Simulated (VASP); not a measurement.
# Al (a cell with a defect) in VASP: relaxation of the atoms with PBE

Aim: the relaxation of the atoms of Al (a cell with a defect) with PBE.

All numbers are computed with VASP 6.6.1; they aren't measurements. Logs are shortened: lines on timing, memory, paths and dates and some standing lists are left out, and cuts for length are marked.

## 1. The cell of the first run

The cell holds a defect, 31 atoms: a = 8.100 Å, b = 8.100 Å, c = 8.100 Å, α = 90.00°, β = 90.00°, γ = 90.00°.

## 2. Relaxation of the atoms, PBE

INCAR

```
PREC     = Accurate       # precision mode
ENCUT    = 520            # plane-wave cutoff, eV
EDIFF    = 1E-7           # SCF threshold, eV
ISMEAR   = -1             # smearing method
SIGMA    = 0.15           # smearing width, eV
LREAL    = Auto         
LASPH    = True           # aspherical terms in the spheres
NELM     = 60             # most SCF steps
ALGO     = Normal         # electronic algorithm
ISIF     = 2              # what is computed and relaxed
LWAVE    = False          # write WAVECAR
LCHARG   = False          # write CHGCAR
GGA      = PE             # functional
IBRION   = 2              # ionic algorithm
NSW      = 80             # ionic steps
EDIFFG   = -0.03          # ionic threshold
KPAR     = 4
```

KPOINTS

```
Automatic mesh
0
Gamma
  3 3 3
```

POSCAR

```
Al
1.0
    8.1000000000      0.0000000000      0.0000000000
    0.0000000000      8.1000000000      0.0000000000
    0.0000000000      0.0000000000      8.1000000000
Al
31
Direct
    0.5024765000     -0.0025571000     -0.0039337000
    0.7513883000      0.2606932000      0.0020564000
    0.7513403000     -0.0007201000      0.2501851000
   -0.0035509000     -0.0063760000      0.0050540000
    0.2504601000      0.2454978000      0.0038112000
    0.4996849000      0.4952557000     -0.0002039000
    0.7489676000      0.7547308000     -0.0054316000
    0.2506512000     -0.0010350000      0.2473283000
    0.7570662000      0.5032741000      0.2482392000
    0.5025774000     -0.0031982000      0.4953702000
    0.7500102000      0.2436321000      0.5016653000
    0.7472746000      0.0032647000      0.7480311000
    0.0010082000      0.4964578000     -0.0034100000
    0.2537524000      0.7430413000      0.0029424000
    0.0004098000      0.2493065000      0.2445297000
    0.2470487000      0.4996998000      0.2530085000
    0.5022811000      0.7540571000      0.2531471000
   -0.0018749000      0.0002185000      0.4981094000
    0.2503488000      0.2532206000      0.5052123000
    0.4949144000      0.4940185000      0.5058541000
    0.7573403000      0.7477647000      0.4961430000
    0.2445064000     -0.0048658000      0.7507592000
    0.4958481000      0.2458894000      0.7427810000
    0.7556710000      0.5031364000      0.7511603000
   -0.0007753000      0.7426601000      0.2463129000
   -0.0019610000      0.5005856000      0.4948917000
    0.2482535000      0.7551833000      0.5030970000
    0.0020354000      0.2537728000      0.7478604000
    0.2474915000      0.4985223000      0.7479815000
    0.4981900000      0.7586924000      0.7490877000
   -0.0066392000      0.7467812000      0.7492693000
```

Potentials or basis: VASP PAW PBE potentials, release 64 (Al).

Command:

```console
> cat potpaw_PBE.64/Al/POTCAR > POTCAR
> mpirun -np 4 vasp_std > vasp.out
```

OUTCAR:

```text
PREC = Accurate
   ENCUT = 520
   EDIFF = 1E-7
   ISMEAR = -1
   LREAL = Auto
   LASPH = True
   NELM = 60
   ISIF = 2
   GGA = PE
   IBRION = 2
   NSW = 80
   EDIFFG = -0.03

 ion  position               nearest neighbor table
   1  0.502  0.997  0.996-  30 2.78   7 2.80  12 2.82   5 2.86  17 2.87  23 2.87   3 2.88   8 2.88
                            14 2.88  22 2.88   2 2.93
   2  0.751  0.261  0.002-  13 2.78   6 2.79   9 2.80  15 2.82  24 2.83  28 2.89   3 2.92  12 2.93
                             1 2.93   4 2.94  23 2.95
   3  0.751  0.999  0.250-   4 2.81  10 2.83  17 2.83  18 2.83  11 2.84  21 2.85  15 2.86   7 2.87
                             1 2.88  25 2.89   2 2.92
   4  0.996  0.994  0.005-   7 2.79   3 2.81  25 2.82  15 2.84   8 2.84  22 2.88  31 2.88   5 2.90
                            12 2.90  14 2.91   2 2.94  28 2.96
   5  0.250  0.245  0.004-   8 2.81  15 2.81   6 2.86   1 2.86  13 2.87  16 2.88  22 2.88  28 2.89
                             4 2.90  23 2.90  29 2.91
   6  0.500  0.495  1.000-   2 2.79  14 2.83   5 2.86  29 2.89  24 2.89  16 2.90   9 2.90  23 2.90
                             7 2.91  17 2.93  30 2.95
   7  0.749  0.755  0.995-   4 2.79   1 2.80  31 2.81  12 2.84  24 2.84  30 2.84   3 2.87  25 2.88
                             9 2.89  17 2.89   6 2.91  13 2.92
   8  0.251  0.999  0.247-   5 2.81  17 2.84   4 2.84  27 2.86  10 2.86  14 2.87  15 2.87   1 2.88
                            18 2.88  25 2.91  19 2.93
   9  0.757  0.503  0.248-  25 2.76  26 2.79   2 2.80  21 2.82  13 2.84  15 2.85   7 2.89  17 2.90
[... 31 lines left out ...]
  25  0.999  0.743  0.246-   9 2.76  26 2.81  16 2.81  21 2.82   4 2.82  13 2.84  14 2.85   7 2.88
                             3 2.89  27 2.90   8 2.91  18 2.92
  26  0.998  0.501  0.495-   9 2.79  21 2.79  25 2.81  16 2.81  24 2.86  28 2.86  19 2.86  31 2.87
                            15 2.87  29 2.88  27 2.89  11 2.89
  27  0.248  0.755  0.503-  22 2.79  18 2.84  30 2.84  10 2.84   8 2.86  31 2.87  29 2.87  17 2.89
                            26 2.89  16 2.90  25 2.90  20 2.91
  28  0.002  0.254  0.748-  29 2.81  19 2.81  13 2.81  24 2.84  11 2.85  26 2.86  22 2.87  18 2.88
                             5 2.89   2 2.89  12 2.89   4 2.96
  29  0.247  0.499  0.748-  19 2.80  20 2.80  28 2.81  13 2.84  14 2.86  23 2.87  27 2.87  31 2.88
                            26 2.88   6 2.89   5 2.91  30 2.93
  30  0.498  0.759  0.749-   1 2.78  22 2.81  10 2.82  12 2.83  27 2.84   7 2.84  14 2.86  20 2.91
                            29 2.93  21 2.93  24 2.94   6 2.95
  31  0.993  0.747  0.749-  24 2.76  21 2.80   7 2.81  13 2.85  22 2.86  26 2.87  27 2.87  29 2.88
                            12 2.88   4 2.88  18 2.89  14 2.94

  LATTYP: Found a simple cubic cell.
 ALAT       =     8.1000000000

  Lattice vectors:

 A1 = (   8.1000000000,   0.0000000000,   0.0000000000)
 A2 = (   0.0000000000,   8.1000000000,   0.0000000000)
 A3 = (   0.0000000000,   0.0000000000,   8.1000000000)

Analysis of symmetry for initial positions (statically):
=====================================================================
 Subroutine PRICEL returns:
 Original cell was already a primitive cell.

 Routine SETGRP: Setting up the symmetry group for a
 simple cubic supercell.

 Subroutine GETGRP returns: Found  1 space group operations
 (whereof  1 operations were pure point group operations)
 out of a pool of 48 trial point group operations.

The static configuration has the point symmetry C_1 .

Analysis of symmetry for dynamics (positions and initial velocities):
=====================================================================
 Subroutine PRICEL returns:
 Original cell was already a primitive cell.

 Routine SETGRP: Setting up the symmetry group for a
 simple cubic supercell.

 Subroutine GETGRP returns: Found  1 space group operations
 (whereof  1 operations were pure point group operations)
 out of a pool of 48 trial point group operations.

The dynamic configuration has the point symmetry C_1 .

 Subroutine INISYM returns: Found  1 space group operations
 (whereof  1 operations are pure point group operations),
 and found     1 'primitive' translations

----------------------------------------------------------------------------------------

                                     Primitive cell

  volume of cell :     531.4410

  direct lattice vectors                    reciprocal lattice vectors
     8.100000000  0.000000000  0.000000000     0.123456790  0.000000000  0.000000000
     0.000000000  8.100000000  0.000000000     0.000000000  0.123456790  0.000000000
     0.000000000  0.000000000  8.100000000     0.000000000  0.000000000  0.123456790

  length of vectors
     8.100000000  8.100000000  8.100000000     0.123456790  0.123456790  0.123456790

  position of ions in fractional coordinates (direct lattice)
     0.502476500  0.997442900  0.996066300
     0.751388300  0.260693200  0.002056400
     0.751340300  0.999279900  0.250185100
     0.996449100  0.993624000  0.005054000
     0.250460100  0.245497800  0.003811200
     0.499684900  0.495255700  0.999796100
[... 23 lines left out ...]
     0.498190000  0.758692400  0.749087700
     0.993360800  0.746781200  0.749269300
[... 51 lines left out ...]
     0.041152263  0.041152263  0.041152263

  Shift w.r.t. Gamma in fractional coordinates (k-lattice)
     0.000000000  0.000000000  0.000000000

 Subroutine IBZKPT returns following result:
 ===========================================

 Found     14 irreducible k-points:

 Following reciprocal coordinates:
            Coordinates               Weight
  0.000000  0.000000  0.000000      1.000000
  0.333333  0.000000  0.000000      2.000000
  0.000000  0.333333  0.000000      2.000000
  0.000000  0.000000  0.333333      2.000000
  0.333333  0.333333  0.000000      2.000000
  0.000000  0.333333  0.333333      2.000000
  0.333333  0.000000  0.333333      2.000000
 -0.333333  0.333333  0.000000      2.000000
 -0.333333  0.000000  0.333333      2.000000
  0.000000 -0.333333  0.333333      2.000000
  0.333333  0.333333  0.333333      2.000000
 -0.333333  0.333333  0.333333      2.000000
 -0.333333 -0.333333  0.333333      2.000000
  0.333333 -0.333333  0.333333      2.000000
   k-points           NKPTS =     14   k-points in BZ     NKDIM =     14   number of bands    NBANDS=     62
   number of dos      NEDOS =    301   number of ions     NIONS =     31
   total plane-waves  NPLWV = 216000
   dimension x,y,z NGX =    60 NGY =   60 NGZ =   60
   dimension x,y,z NGXF=   120 NGYF=  120 NGZF=  120
   ions per type =              31
   NGX,Y,Z   is equivalent  to a cutoff of  12.31, 12.31, 12.31 a.u.
   NGXF,Y,Z  is equivalent  to a cutoff of  24.63, 24.63, 24.63 a.u.
 SYSTEM =  unknown system
   PREC   = accura    normal or accurate (medium, high low for compatibility)
   ISTART =      0    job   : 0-new  1-cont  2-samecut
   ICHARG =      2    charge: 1-file 2-atom 10-const
   ISPIN  =      1    spin polarized calculation?
   LNONCOLLINEAR =      F non collinear calculations
   LSORBIT =      F    spin-orbit coupling
   LASPH  =      T    aspherical Exc in radial PAW
   ENCUT  =  520.0 eV  38.22 Ry    6.18 a.u.  15.06 15.06 15.06*2*pi/ulx,y,z
   NELM   =     60;   NELMIN=  2; NELMDL= -5     # of ELM steps
   EDIFF  = 0.1E-06   stopping-criterion for ELM
   LREAL  =      T    real-space projection
   EDIFFG = -.3E-01   stopping-criterion for IOM
   NSW    =     80    number of steps for IOM
   IBRION =      2    ionic relax: 0-MD 1-quasi-New 2-CG
   NFREE  =      1    steps in history (QN), initial steepest desc. (CG)
   ISIF   =      2    stress and relaxation
   ISYM   =      2    0-nonsym 1-usesym 2-fastsym
   POTIM  = 0.5000    time-step for ionic-motion
   TEBEG  =    0.0;   TEEND  =   0.0 temperature during run
   PSTRESS=    0.0 pullay stress
   NELECT =      93.0000    total number of electrons
   NUPDOWN=      -1.0000    fix difference up-down
   EMIN   =  10.00;   EMAX   =-10.00  energy-range for DOS
   EFERMI =   0.00;   METHOD = LEGACY
   ISMEAR =    -1;   SIGMA  =   0.15  broadening in eV -4-tet -1-fermi 0-gaus
   EFERMI_NEDOS =   21; number of points for ismear=-14 and -15
   IALGO  =     38    algorithm
   IMIX   =      4    mixing-type and parameters
     AMIX     =   0.40;   BMIX     =  1.00
     AMIX_MAG =   1.60;   BMIX_MAG =  1.00
  volume/ion in A,a.u.               =      17.14       115.69
  Fermi-wavevector in a.u.,A,eV,Ry     =   0.915695  1.730412 11.408446  0.838497
  Thomas-Fermi vector in A             =   2.040466
   LORBIT       =      0    0 simple, 1 ext, 2 COOP (PROOUT), +10 PAW based schemes
   GGA     = PE    functional components
   LHFCALC =     F    Hartree Fock is set to
   AEXX    =    0.0000 exact exchange contribution
   IVDW    =     0    specifies the selected vdW correction
   LEPSILON=     F    determine dielectric tensor
   LRPA    =     F    only Hartree local field effects (RPA)
 conjugate gradient relaxation of ions
 non-spin polarized calculation
  energy-cutoff  :      520.00
  volume of cell :      531.44
 maximum number of plane-waves:     14358
   NGX = 31   NGY = 31   NGZ = 31

--------------------------------------- Ionic step        1  -------------------------------------------

 number of electron      93.0000000 magnetization

 Free energy of the ion-electron system (eV)
  ---------------------------------------------------
  ext. energy  EPLUGINS =         0.00000000
  ---------------------------------------------------
  free energy    TOTEN  =      -116.07779500 eV

  energy without entropy =     -115.28923057  energy(sigma->0) =     -115.68351279

------------------------ aborting loop because EDIFF is reached ----------------------------------------

  FORCE on cell =-STRESS in cart. coord.  units (eV):
  Direction    XX          YY          ZZ          XY          YZ          ZX
  --------------------------------------------------------------------------------------
  -------------------------------------------------------------------------------------
  Total       -2.3738947     -2.5477306     -2.7474587      0.1719896      0.1238691     -0.0672387
  in kB       -7.1567685     -7.6808456     -8.2829818      0.5185107      0.3734380     -0.2027098
  external PRESSURE =      -7.7068653 kB  Pullay stress =       0.0000000 kB
[... 442 lines left out ...]
--------------------------------------- Ionic step        8  -------------------------------------------

 number of electron      93.0000000 magnetization

 Free energy of the ion-electron system (eV)
  ---------------------------------------------------
  ext. energy  EPLUGINS =         0.00000000
  ---------------------------------------------------
  free energy    TOTEN  =      -116.33288580 eV

  energy without entropy =     -115.53014377  energy(sigma->0) =     -115.93151479

 E-fermi :   7.4661     XC(G=0): -10.0301

 val. band max:        7.4617860517   @ k =  -0.3333   0.3333   0.3333
 cond. band min:       7.6142292283   @ k =   0.0000   0.0000   0.3333
 fundamental gap:      0.1524431766
 Fermi energy:         7.4661291358

 k-point     1 :       0.0000    0.0000    0.0000
  band No.  band energies     occupation
      1      -3.3681      2.00000
      2      -1.2157      2.00000
      3      -1.2139      2.00000
      4      -1.1708      2.00000
      5      -1.1700      2.00000
      6      -1.1672      2.00000
[... 843 lines left out ...]
     57       9.2729      0.00001
     58       9.5238      0.00000
 [bands above 58 left out]

------------------------ aborting loop because EDIFF is reached ----------------------------------------

  FORCE on cell =-STRESS in cart. coord.  units (eV):
  Direction    XX          YY          ZZ          XY          YZ          ZX
  --------------------------------------------------------------------------------------
  -------------------------------------------------------------------------------------
  Total       -3.7665391     -3.7522721     -3.7477029      0.0253718      0.0054515     -0.0136415
  in kB      -11.3552843    -11.3122723    -11.2984972      0.0764903      0.0164349     -0.0411260
  external PRESSURE =     -11.3220179 kB  Pullay stress =       0.0000000 kB
[... 46 lines left out ...]
  FREE ENERGIE OF THE ION-ELECTRON SYSTEM (eV)
  ---------------------------------------------------
  free  energy   TOTEN  =      -116.3328857996 eV

  energy  without entropy=     -115.5301437709  energy(sigma->0) =     -115.93151479

 reached required accuracy - stopping structural energy minimisation
```

Wall time 6.2 min (4 MPI ranks of Intel Xeon 6975P-C (Granite Rapids), shared host); peak memory 0.71 GiB.

What came out:

```
Free energy                  : -116.3329 eV
Energy gained by relaxing    : 8.2 meV/atom
Ionic steps                  : 8
Pressure after relaxing      : -1.1 GPa
Largest force after relaxing : 0.028 eV/Å
Band gap on the k mesh       : zero (an odd number of electrons rules out a gap without spin polarisation)
```

Forces in eV/Å, atoms in the order of the input:
```
Al  -0.023 -0.005 -0.004
Al   0.011  0.005  0.014
Al   0.010  0.001  0.010
Al   0.008  0.004 -0.006
Al   0.000 -0.015 -0.017
Al   0.010  0.016  0.006
Al   0.008  0.007  0.001
Al  -0.004  0.005 -0.009
Al  -0.002 -0.012 -0.003
Al   0.003 -0.004 -0.002
Al   0.006 -0.016  0.012
Al   0.017 -0.021 -0.001
Al  -0.013 -0.010 -0.003
Al  -0.009  0.006 -0.001
Al  -0.015 -0.004  0.005
Al  -0.011  0.025 -0.006
Al  -0.016  0.005 -0.012
Al  -0.003 -0.011  0.022
Al   0.004  0.026 -0.001
Al  -0.009 -0.004 -0.003
Al   0.010 -0.014  0.013
Al  -0.006  0.005 -0.004
Al   0.008  0.009 -0.001
Al   0.010  0.005 -0.004
Al  -0.001  0.008  0.013
Al  -0.003  0.008 -0.001
Al   0.000 -0.001 -0.002
Al   0.001 -0.008 -0.004
Al  -0.001 -0.002 -0.003
Al   0.003 -0.023  0.011
Al   0.005  0.018 -0.019
```

The path:
| step | energy change (eV) | largest force (eV/Å) | pressure (GPa) |
| --- | --- | --- | --- |
| 1 | 0.0000 | 0.5064 | -0.77 |
| 2 | -0.1242 | 0.3448 | -0.92 |
| 3 | -0.2261 | 0.1828 | -1.06 |
| 4 | -0.2263 | 0.1915 | -1.06 |
| 5 | -0.2423 | 0.1389 | -1.09 |
| 6 | -0.2510 | 0.0679 | -1.12 |
| 7 | -0.2539 | 0.0397 | -1.13 |
| 8 | -0.2551 | 0.0277 | -1.13 |

Final structure:
```cif
data_structure
_symmetry_space_group_name_H-M 'P 1'
_symmetry_Int_Tables_number 1
_cell_length_a 8.1000
_cell_length_b 8.1000
_cell_length_c 8.1000
_cell_angle_alpha 90.000
_cell_angle_beta 90.000
_cell_angle_gamma 90.000
_cell_volume 531.44
loop_
_atom_site_label
_atom_site_type_symbol
_atom_site_fract_x
_atom_site_fract_y
_atom_site_fract_z
_atom_site_occupancy
Al1 Al 0.50056 0.00240 0.00250 1
Al2 Al 0.74711 0.24975 0.00162 1
Al3 Al 0.74709 0.00237 0.24889 1
Al4 Al 0.99955 0.99826 0.99891 1
Al5 Al 0.25259 0.24935 0.00290 1
Al6 Al 0.49962 0.49620 0.00194 1
Al7 Al 0.74985 0.74921 0.99827 1
Al8 Al 0.25301 0.00138 0.24953 1
Al9 Al 0.74756 0.49721 0.24917 1
Al10 Al 0.49976 0.00249 0.49654 1
Al11 Al 0.74681 0.25023 0.49595 1
Al12 Al 0.75024 0.00009 0.74881 1
Al13 Al 0.00055 0.50024 0.99882 1
Al14 Al 0.25034 0.74883 0.99914 1
Al15 Al 0.00037 0.24931 0.24890 1
Al16 Al 0.25354 0.49551 0.25038 1
Al17 Al 0.50060 0.74886 0.25007 1
Al18 Al 0.99975 0.99904 0.49910 1
Al19 Al 0.25224 0.24832 0.49727 1
Al20 Al 0.50011 0.49704 0.49733 1
Al21 Al 0.75088 0.75027 0.49942 1
Al22 Al 0.24863 0.99827 0.75010 1
Al23 Al 0.49885 0.24894 0.74941 1
Al24 Al 0.74962 0.50008 0.74926 1
Al25 Al 0.00039 0.74867 0.24869 1
Al26 Al 0.99987 0.49956 0.50010 1
Al27 Al 0.24874 0.74928 0.50028 1
Al28 Al 0.99967 0.24968 0.74961 1
Al29 Al 0.24930 0.50009 0.74943 1
Al30 Al 0.49983 0.75081 0.74872 1
Al31 Al 0.99917 0.74886 0.74986 1
```

The gap in the log of VASP goes by the Fermi energy; the results here count the filled bands.